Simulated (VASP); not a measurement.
A run of VASP 6.6.1:

Contents of INCAR:

```
SYSTEM = MoS2
PREC     = Accurate       ! precision mode
ENCUT    = 520            ! plane-wave cutoff, eV
EDIFF    = 1E-6           ! SCF threshold, eV
ISMEAR   = 0              ! smearing method
SIGMA    = 0.05           ! smearing width, eV
LREAL    = .FALSE.        ! projectors in reciprocal space
LASPH    = .TRUE.         ! aspherical terms in the spheres
NELM     = 100            ! most SCF steps
ALGO     = Normal         ! electronic algorithm
ISIF     = 2              ! what is computed and relaxed
LWAVE    = .FALSE.        ! write WAVECAR
LCHARG   = .FALSE.        ! write CHGCAR
GGA      = PE             ! functional
IVDW     = 12             ! dispersion correction
NBANDS   = 49             ! bands
```

File KPOINTS:

```
regular mesh
0
G
  10 10 2
  0 0 0
```

Contents of POSCAR:

```
MoS2
1.0
   -1.5764743774     -2.7305337185      0.0000000000
    1.5764743774     -2.7305337185      0.0000000000
    0.2627457296     -1.3652668593     17.9896049492
Mo S
3 6
Direct
    0.8816471214      0.7632942428      0.7101172715
    0.3260915659      0.3188497984      0.0434506048
    0.6038693436      0.5410720206      0.3767839382
    0.9227234789      0.8454469579      0.4636591264
    0.2005012567      0.0676691801      0.7969924598
    0.6449457011      0.6232247356      0.1303257931
    0.9516960663      0.9033921326      0.2898236021
    0.2294738441      0.1256143549      0.6231569354
    0.5072516219      0.3478365771      0.9564902687
```

Potentials or basis: VASP PAW PBE potentials, release 64 (Mo_sv, S).

The run is started by

```sh
$ cat potpaw_PBE.64/Mo_sv/POTCAR potpaw_PBE.64/S/POTCAR > POTCAR
$ mpirun -np 1 vasp_std > vasp.out
```

Hardware: 1 thread of Intel(R) Xeon(R) Platinum 8488C (Sapphire Rapids) (shared host).

Q: How long does it take, and how much memory?

A: Run time: 17 min on 1 thread of Intel(R) Xeon(R) Platinum 8488C (Sapphire Rapids), with other jobs on the host, peak memory 0.67 GiB. Counts: scf iterations 21, k points 104.
